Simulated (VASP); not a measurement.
# Ag (Fm-3m) in VASP: notebook

Ag is run at these levels: PBEsol; tasks: single point, relaxation of cell and atoms.

All numbers are computed with VASP 6.6.1; they aren't measurements. Logs are shortened: lines on timing, memory, paths and dates and some standing lists are left out, and cuts for length are marked.

## 1. The cell of the first run

The structure is cubic, space group Fm-3m (No. 225). The conventional cell has a = 4.054 Å, b = 4.054 Å, c = 4.054 Å, α = 90.00°, β = 90.00°, γ = 90.00°. Within 3.8 Å of Ag (site symmetry m-3m) lie 12 Ag at 2.87 Å.

## 2. Single point, PBEsol

File INCAR:

```
SYSTEM = Ag
ALGO = Fast
EDIFF = 1E-7
ENCUT = 520
GGA = PS
ISIF = 2
ISMEAR = 0
LASPH = .TRUE.
LCHARG = .FALSE.
LREAL = .FALSE.
LWAVE = .FALSE.
NBANDS = 12
NELM = 80
PREC = Accurate
SIGMA = 0.1
```

File KPOINTS:

```
k-points
0
G
  18 18 18
  0 0 0
```

File POSCAR:

```
Ag
1.0
    0.0000000000      2.0272070345      2.0272070345
    2.0272070345      0.0000000000      2.0272070345
    2.0272070345      2.0272070345      0.0000000000
Ag
1
Direct
    0.0000000000      0.0000000000      0.0000000000
```

Potentials or basis: VASP PAW PBE potentials, release 64 (Ag).

Command:

```
cat potpaw_PBE.64/Ag/POTCAR > POTCAR
mpirun -np 1 vasp_std > vasp.out
```

OUTCAR:

```text
SYSTEM = Ag
   EDIFF = 1E-7
   ENCUT = 520
   GGA = PS
   ISIF = 2
   ISMEAR = 0
   LASPH = .TRUE.
   LREAL = .FALSE.
   NELM = 80
   PREC = Accurate

 ion  position               nearest neighbor table
   1  0.000  0.000  0.000-

  LATTYP: Found a face centered cubic cell.
 ALAT       =     4.0544140690

  Lattice vectors:

 A1 = (   0.0000000000,   2.0272070345,   2.0272070345)
 A2 = (   2.0272070345,   0.0000000000,   2.0272070345)
 A3 = (   2.0272070345,   2.0272070345,   0.0000000000)

Analysis of symmetry for initial positions (statically):
=====================================================================
 Subroutine PRICEL returns:
 Original cell was already a primitive cell.

 Routine SETGRP: Setting up the symmetry group for a
 face centered cubic supercell.

 Subroutine GETGRP returns: Found 48 space group operations
 (whereof 48 operations were pure point group operations)
 out of a pool of 48 trial point group operations.

The static configuration has the point symmetry O_h .

Analysis of symmetry for dynamics (positions and initial velocities):
=====================================================================
 Subroutine PRICEL returns:
 Original cell was already a primitive cell.

 Routine SETGRP: Setting up the symmetry group for a
 face centered cubic supercell.

 Subroutine GETGRP returns: Found 48 space group operations
 (whereof 48 operations were pure point group operations)
 out of a pool of 48 trial point group operations.

The dynamic configuration has the point symmetry O_h .

 Subroutine INISYM returns: Found 48 space group operations
 (whereof 48 operations are pure point group operations),
 and found     1 'primitive' translations

----------------------------------------------------------------------------------------

                                     Primitive cell

  volume of cell :      16.6619

  direct lattice vectors                    reciprocal lattice vectors
     0.000000000  2.027207034  2.027207034    -0.246644764  0.246644764  0.246644764
     2.027207034  0.000000000  2.027207034     0.246644764 -0.246644764  0.246644764
     2.027207034  2.027207034  0.000000000     0.246644764  0.246644764 -0.246644764

  length of vectors
     2.866903682  2.866903682  2.866903682     0.427201262  0.427201262  0.427201262

  position of ions in fractional coordinates (direct lattice)
     0.000000000  0.000000000  0.000000000

  ion indices of the primitive-cell ions
   primitive index   ion index
                 1           1

----------------------------------------------------------------------------------------

 KPOINTS: k-points

Automatic generation of k-mesh.
 Grid dimensions read from file:
 generate k-points for:   18   18   18

 Generating k-lattice:

  Cartesian coordinates                     Fractional coordinates (reciprocal lattice)
    -0.013702487  0.013702487  0.013702487     0.055555556  0.000000000  0.000000000
     0.013702487 -0.013702487  0.013702487     0.000000000  0.055555556  0.000000000
     0.013702487  0.013702487 -0.013702487     0.000000000  0.000000000  0.055555556

  Length of vectors
     0.023733403  0.023733403  0.023733403

  Shift w.r.t. Gamma in fractional coordinates (k-lattice)
     0.000000000  0.000000000  0.000000000

 Subroutine IBZKPT returns following result:
 ===========================================

 Found    195 irreducible k-points:

 Following reciprocal coordinates:
            Coordinates               Weight
  0.000000  0.000000  0.000000      1.000000
  0.055556  0.000000  0.000000      8.000000
  0.111111  0.000000  0.000000      8.000000
  0.166667  0.000000  0.000000      8.000000
  0.222222  0.000000  0.000000      8.000000
  0.277778  0.000000  0.000000      8.000000
[... 16 lines left out ...]
 -0.277778  0.055556  0.000000     24.000000
 -0.222222  0.055556  0.000000     24.000000
 [... further k-points ...]
   k-points           NKPTS =    195   k-points in BZ     NKDIM =    195   number of bands    NBANDS=     12
   number of dos      NEDOS =    301   number of ions     NIONS =      1
   total plane-waves  NPLWV =  13824
   dimension x,y,z NGX =    24 NGY =   24 NGZ =   24
   dimension x,y,z NGXF=    48 NGYF=   48 NGZF=   48
   ions per type =               1
   NGX,Y,Z   is equivalent  to a cutoff of  13.92, 13.92, 13.92 a.u.
   NGXF,Y,Z  is equivalent  to a cutoff of  27.83, 27.83, 27.83 a.u.
 SYSTEM =  Ag
   PREC   = accura    normal or accurate (medium, high low for compatibility)
   ISTART =      0    job   : 0-new  1-cont  2-samecut
   ICHARG =      2    charge: 1-file 2-atom 10-const
   ISPIN  =      1    spin polarized calculation?
   LNONCOLLINEAR =      F non collinear calculations
   LSORBIT =      F    spin-orbit coupling
   LASPH  =      T    aspherical Exc in radial PAW
   ENCUT  =  520.0 eV  38.22 Ry    6.18 a.u.   5.33  5.33  5.33*2*pi/ulx,y,z
   NELM   =     80;   NELMIN=  2; NELMDL= -5     # of ELM steps
   EDIFF  = 0.1E-06   stopping-criterion for ELM
   LREAL  =      F    real-space projection
   EDIFFG = 0.1E-05   stopping-criterion for IOM
   NSW    =      0    number of steps for IOM
   IBRION =     -1    ionic relax: 0-MD 1-quasi-New 2-CG
   NFREE  =      0    steps in history (QN), initial steepest desc. (CG)
   ISIF   =      2    stress and relaxation
   ISYM   =      2    0-nonsym 1-usesym 2-fastsym
   POTIM  = 0.5000    time-step for ionic-motion
   TEBEG  =    0.0;   TEEND  =   0.0 temperature during run
   PSTRESS=    0.0 pullay stress
   NELECT =      11.0000    total number of electrons
   NUPDOWN=      -1.0000    fix difference up-down
   EMIN   =  10.00;   EMAX   =-10.00  energy-range for DOS
   EFERMI =   0.00;   METHOD = LEGACY
   ISMEAR =     0;   SIGMA  =   0.10  broadening in eV -4-tet -1-fermi 0-gaus
   EFERMI_NEDOS =   21; number of points for ismear=-14 and -15
   IALGO  =     68    algorithm
   IMIX   =      4    mixing-type and parameters
     AMIX     =   0.40;   BMIX     =  1.00
     AMIX_MAG =   1.60;   BMIX_MAG =  1.00
  volume/ion in A,a.u.               =      16.66       112.44
  Fermi-wavevector in a.u.,A,eV,Ry     =   1.425490  2.693786 27.647349  2.032023
  Thomas-Fermi vector in A             =   2.545869
   LORBIT       =      0    0 simple, 1 ext, 2 COOP (PROOUT), +10 PAW based schemes
   GGA     = PS    functional components
   LHFCALC =     F    Hartree Fock is set to
   AEXX    =    0.0000 exact exchange contribution
   IVDW    =     0    specifies the selected vdW correction
   LEPSILON=     F    determine dielectric tensor
   LRPA    =     F    only Hartree local field effects (RPA)
 non-spin polarized calculation
 RMM-DIIS sequential band-by-band and
 Gauss-broadening in eV      SIGMA  =   0.10
  energy-cutoff  :      520.00
  volume of cell :       16.66
 maximum number of plane-waves:       464
 NGX is ok and might be reduce to    24
   NGX = 11   NGY = 11   NGZ = 11

 number of electron      11.0000001 magnetization

 Free energy of the ion-electron system (eV)
  ---------------------------------------------------
  ext. energy  EPLUGINS =         0.00000000
  ---------------------------------------------------
  free energy    TOTEN  =        -3.31213198 eV

  energy without entropy =       -3.31116230  energy(sigma->0) =       -3.31164714

 E-fermi :   8.5070     XC(G=0): -12.5499

 val. band max:        8.4633308483   @ k =   0.5000   0.1667   0.0556
 cond. band min:       8.6539190004   @ k =   0.5000   0.3333   0.1111
 fundamental gap:      0.1905881521
 Fermi energy:         8.5069768185

 k-point     1 :       0.0000    0.0000    0.0000
  band No.  band energies     occupation
      1       0.5532      2.00000
      2       3.7017      2.00000
      3       3.7017      2.00000
      4       3.7017      2.00000
      5       4.7923      2.00000
      6       4.7923      2.00000
      7      24.5892      0.00000
      8      28.2985      0.00000
      9      28.2985      0.00000
     10      28.2985      0.00000
     11      33.1764      0.00000
     12      34.4568      0.00000

 k-point     2 :       0.0556    0.0000    0.0000
  band No.  band energies     occupation
      1       0.6518      2.00000
      2       3.6776      2.00000
      3       3.7300      2.00000
      4       3.7300      2.00000
      5       4.7811      2.00000
      6       4.7811      2.00000
      7      24.6203      0.00000
      8      27.4583      0.00000
      9      28.3472      0.00000
     10      28.3472      0.00000
     11      33.3424      0.00000
     12      34.3269      0.00000

 k-point     3 :       0.1111    0.0000    0.0000
  band No.  band energies     occupation
      1       0.9372      2.00000
      2       3.6204      2.00000
      3       3.8034      2.00000
      4       3.8034      2.00000
      5       4.7589      2.00000
      6       4.7589      2.00000
      7      24.4322      0.00000
      8      26.0145      0.00000
      9      28.4693      0.00000
     10      28.4693      0.00000
     11      32.4922      0.00000
     12      33.8829      0.00000

 k-point     4 :       0.1667    0.0000    0.0000
  band No.  band energies     occupation
      1       1.3661      2.00000
      2       3.5860      2.00000
      3       3.8853      2.00000
      4       3.8853      2.00000
      5       4.7623      2.00000
      6       4.7623      2.00000
      7      22.9920      0.00000
      8      25.5261      0.00000
      9      28.5884      0.00000
     10      28.5884      0.00000
     11      31.7068      0.00000
     12      33.1465      0.00000

 k-point     5 :       0.2222    0.0000    0.0000
  band No.  band energies     occupation
      1       1.8177      2.00000
      2       3.7105      2.00000
      3       3.9208      2.00000
      4       3.9208      2.00000
      5       4.8431      2.00000
      6       4.8431      2.00000
      7      20.9165      0.00000
      8      25.3672      0.00000
      9      28.5676      0.00000
     10      28.5676      0.00000
     11      31.5042      0.00000
     12      32.3721      0.00000
[... 228 lines left out ...]
      1       2.1276      2.00000
      2       3.7027      2.00000
      3       3.7640      2.00000
      4       5.2750      2.00000
      5       5.4015      2.00000
      6       7.0157      2.00000
      7      14.1211      0.00000
      8      23.9412      0.00000
      9      25.9705      0.00000
     10      27.2889      0.00000
     11      31.7271      0.00000
     12      31.9966      0.00000

 k-point    22 :      -0.3333    0.0556    0.0000
  band No.  band energies     occupation
      1       2.1837      2.00000
      2       3.7736      2.00000
      3       3.8284      2.00000
      4       4.9110      2.00000
      5       5.1794      2.00000
      6       6.0276      2.00000
      7      16.0215      0.00000
      8      24.2197      0.00000
      9      26.3131      0.00000
     10      28.2387      0.00000
     11      31.4996      0.00000
     12      31.6390      0.00000

 k-point    23 :      -0.2778    0.0556    0.0000
  band No.  band energies     occupation
      1       2.1903      2.00000
      2       3.8378      2.00000
      3       3.9049      2.00000
      4       4.2905      2.00000
      5       4.9386      2.00000
      6       5.4394      2.00000
      7      18.1041      0.00000
      8      24.5629      0.00000
      9      26.8394      0.00000
     10      29.3400      0.00000
     11      31.0238      0.00000
     12      31.2742      0.00000

 k-point    24 :      -0.2222    0.0556    0.0000
  band No.  band energies     occupation
      1       2.0150      2.00000
      2       3.6850      2.00000
      3       3.9583      2.00000
      4       3.9677      2.00000
      5       4.7386      2.00000
      6       5.1175      2.00000
      7      20.2622      0.00000
      8      24.8847      0.00000
      9      27.3845      0.00000
     10      30.0301      0.00000
     11      30.5002      0.00000
     12      31.5477      0.00000

 [... further k-points ...]
[... 5 lines left out ...]
  --------------------------------------------------------------------------------------
  -------------------------------------------------------------------------------------
  Total       -0.0264927     -0.0264927     -0.0264927      0.0000000      0.0000000     -0.0000000
  in kB       -2.5474857     -2.5474857     -2.5474857      0.0000000      0.0000000     -0.0000000
  external PRESSURE =      -2.5474857 kB  Pullay stress =       0.0000000 kB

 VOLUME and BASIS-vectors are now :
 -----------------------------------------------------------------------------
  energy-cutoff  :      520.00
  volume of cell :       16.66
      direct lattice vectors                 reciprocal lattice vectors
     0.000000000  2.027207034  2.027207034    -0.246644764  0.246644764  0.246644764
     2.027207034  0.000000000  2.027207034     0.246644764 -0.246644764  0.246644764
     2.027207034  2.027207034  0.000000000     0.246644764  0.246644764 -0.246644764

 POSITION                                       TOTAL-FORCE (eV/Angst)
 -----------------------------------------------------------------------------------
      0.00000      0.00000      0.00000         0.000000      0.000000      0.000000
 -----------------------------------------------------------------------------------
    total drift:                               -0.000000      0.000000      0.000000

  FREE ENERGIE OF THE ION-ELECTRON SYSTEM (eV)
  ---------------------------------------------------
  free  energy   TOTEN  =        -3.3121319795 eV

  energy  without entropy=       -3.3111622999  energy(sigma->0) =       -3.31164714
```

It took 22 s on 1 thread of Intel Xeon Platinum 8259CL at 2.50GHz (Skylake/Cascade Lake), shared host; peak memory 0.16 GiB.

Results:

| Quantity | Value |
| --- | --- |
| Free energy | -3.3121 eV |
| Pressure | -0.3 GPa |

Caveat: the PAW data sets were made with another functional, which shifts forces and pressure a little.

## 3. Relaxation of cell and atoms, PBEsol

This run uses another cell than the first one, of 17.06 Å³/atom, 1.024 times its volume.

File INCAR:

```
SYSTEM = Ag
PREC     = Accurate       ! precision mode
ENCUT    = 600            ! plane-wave cutoff, eV
EDIFF    = 1E-7           ! SCF threshold, eV
ISMEAR   = 0              ! smearing method
SIGMA    = 0.1            ! smearing width, eV
LREAL    = .FALSE.        ! projectors in reciprocal space
LASPH    = .TRUE.         ! aspherical terms in the spheres
NELM     = 60             ! most SCF steps
ALGO     = Normal         ! electronic algorithm
ISIF     = 3              ! what is computed and relaxed
LWAVE    = .FALSE.        ! write WAVECAR
LCHARG   = .FALSE.        ! write CHGCAR
GGA      = PS             ! functional
IBRION   = 2              ! ionic algorithm
NSW      = 100            ! ionic steps
EDIFFG   = -0.005         ! ionic threshold
```

File KPOINTS:

```
Automatic mesh
0
G
  18 18 18
  0 0 0
```

File POSCAR:

```
Ag
1.0
    0.0000000000      2.0431000000      2.0431000000
    2.0431000000      0.0000000000      2.0431000000
    2.0431000000      2.0431000000      0.0000000000
Ag
1
Direct
    0.0000000000      0.0000000000      0.0000000000
```

Potentials or basis: VASP PAW PBE potentials, release 64 (Ag).

Command:

```
cat potpaw_PBE.64/Ag/POTCAR > POTCAR
mpirun -np 1 vasp_std > vasp.out
```

Wall time 35 s (1 thread of Intel Xeon Platinum 8259CL at 2.50GHz (Skylake/Cascade Lake), shared host); peak memory 0.18 GiB.

Results (log left out):

- Free energy: -3.3125 eV
- Relaxed volume: 16.63 Å³/atom
- Relaxed cell: a = 2.865 Å, b = 2.865 Å, c = 2.865 Å, α = 60.00°, β = 60.00°, γ = 60.00°
- Space group after relaxing (to 0.05 Å): Fm-3m (No. 225)
- Energy gained by relaxing: 3.9 meV/atom
- Ionic steps: 3
- Pressure after relaxing: 0.0 GPa

The path:
| step | energy change (eV) | largest force (eV/Å) | pressure (GPa) | volume (Å³) |
| --- | --- | --- | --- | --- |
| 1 | 0.0000 | 0.0000 | -2.83 | 17.06 |
| 2 | -0.0017 | 0.0000 | 2.36 | 16.32 |
| 3 | -0.0039 | 0.0000 | 0.00 | 16.63 |

Final structure:
```
Ag
1.0
     0.00000    2.02593    2.02593
     2.02593    0.00000    2.02593
     2.02593    2.02593    0.00000
Ag
1
Cartesian
  0.0000 0.0000 0.0000
```

Levels at points of the mesh, in eV from the Fermi level:
```csv
k point,band 2,band 3,band 4,band 5,band 6,band 7,band 8,band 9
"(0.00, 0.00, 0.00)",-4.81,-4.81,-4.81,-3.72,-3.72,16.09,19.81,19.81
"(0.50, 0.00, 0.00)",-4.84,-4.84,-2.88,-2.88,-0.48,3.77,15.32,18.12
"(0.50, 0.50, 0.00)",-6.39,-2.92,-2.67,-2.67,1.57,6.96,10.78,10.78
```

Caveat: the PAW data sets were made with another functional, which shifts forces and pressure a little.

## 4. Single point, PBEsol

File INCAR:

```
SYSTEM = Ag
  ALGO = Normal
  EDIFF = 1E-7
  ENCUT = 520
  GGA = PS
  ISIF = 2
  ISMEAR = 0
  LASPH = .True.
  LCHARG = .False.
  LREAL = .False.
  LWAVE = .False.
  NBANDS = 12
  NELM = 100
  PREC = Accurate
  SIGMA = 0.15
```

File KPOINTS:

```
k-points
0
Gamma
  14 14 14
  0 0 0
```

File POSCAR:

```
Ag
1.0
    0.0000000000      2.0272070346      2.0272070346
    2.0272070346      0.0000000000      2.0272070346
    2.0272070346      2.0272070346      0.0000000000
Ag
1
Direct
    0.0000000000      0.0000000000      0.0000000000
```

Command:

```
cat potpaw_PBE.64/Ag/POTCAR > POTCAR
mpirun -np 1 vasp_std > vasp.out
```

Run time: 6.4 s. Hardware: 1 thread of Intel Xeon 6975P-C (Granite Rapids), shared host; peak memory 0.14 GiB.

The run converged. Its results:

| Property | Result |
| --- | --- |
| Free energy | -3.3102 eV |
| Pressure | -0.3 GPa |

Levels at points of the mesh, in eV from the Fermi level:
| k point | band 2 | band 3 | band 4 | band 5 | band 6 | band 7 | band 8 | band 9 | band 10 | band 11 |
| --- | --- | --- | --- | --- | --- | --- | --- | --- | --- | --- |
| (0.00, 0.00, 0.00) | -4.76 | -4.76 | -4.76 | -3.67 | -3.67 | 16.13 | 19.84 | 19.84 | 19.84 | 24.72 |
| (0.50, 0.00, 0.00) | -4.78 | -4.78 | -2.84 | -2.84 | -0.42 | 3.81 | 15.37 | 18.15 | 18.15 | 23.25 |
| (0.50, 0.50, 0.00) | -6.33 | -2.87 | -2.62 | -2.62 | 1.62 | 7.00 | 10.82 | 10.82 | 17.54 | 17.62 |

Caveat: the PAW data sets were made with another functional, which shifts forces and pressure a little.

## 5. Summary

```csv
task,cell,k mesh,cutoff (eV),smearing,gap on the mesh (eV),pressure (GPa)
single point,"a = 2.867 Å, angles 60.0°, 1 atom",18 × 18 × 18,520,gaussian 0.1 eV,none,-0.3
relaxation of cell and atoms,"relaxed from a = 2.889 Å, angles 60.0°, 1 atom",18 × 18 × 18,600,gaussian 0.1 eV,none,0.0
single point,"a = 2.867 Å, angles 60.0°, 1 atom",14 × 14 × 14,520,gaussian 0.15 eV,none,-0.3
```

Alike in all rows: level PBEsol; potentials or basis VASP PAW PBE potentials, release 64 (Ag); no spin polarisation.

Caveats: the PAW data sets were made with another functional, which shifts forces and pressure a little.

Total energies depend on the potentials used, so only differences within one code and one set of settings carry meaning.
